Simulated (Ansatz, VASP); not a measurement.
## Se: VASP beside Ansatz

```xyz
6
Lattice="5.4661 3.1559 1.4466 -5.4661 3.1559 1.4466 0.0000 -6.3117 1.4466" Properties=species:S:1:pos:R:3 pbc="T T T"
Se    0.6979    4.3312    2.3346
Se    3.4020   -2.7701    2.3346
Se   -4.0999   -1.5612    2.3346
Se   -0.6979   -4.3312    2.0050
Se   -3.4020    2.7701    2.0050
Se    4.0999    1.5612    2.0050
```

Change from the starting cell: hydrostatic strain -2.8%.

Alike in both runs: task single point; functional r2SCAN; k mesh 6 × 6 × 6; no spin polarisation.

```csv
,VASP,Ansatz
version,VASP 6.6.1,Ansatz 0.2.0
potentials or method,"VASP PAW PBE potentials, release 64 (Se)","plane waves, PAW"
plane-wave cutoff (eV),520,500
occupations,"gaussian, width 0.01 eV",fixed
valence electrons in the cell,36,96
```

VASP gave:

* gap on the k mesh at the Fermi level (eV): 1.52
* pressure (GPa): 2.8
* traceless stress, the component that is largest in VASP (GPa): -0.36
* rms of the force components (eV/Å): 0.023

Task: What did Ansatz give for the same quantities?

Result: gap on the k mesh at the Fermi level (eV): 1.53; pressure (GPa): 2.8; traceless stress, the component that is largest in VASP (GPa): -0.37; rms of the force components (eV/Å): 0.024.

VASP's potentials were made for PBE, not for r2SCAN. Atom by atom the forces differ by 0.001 eV/Å (rms over components). VASP's potentials hold 36 valence electrons a cell and Ansatz's 96, so a difference there can come from the potentials and not from the codes.
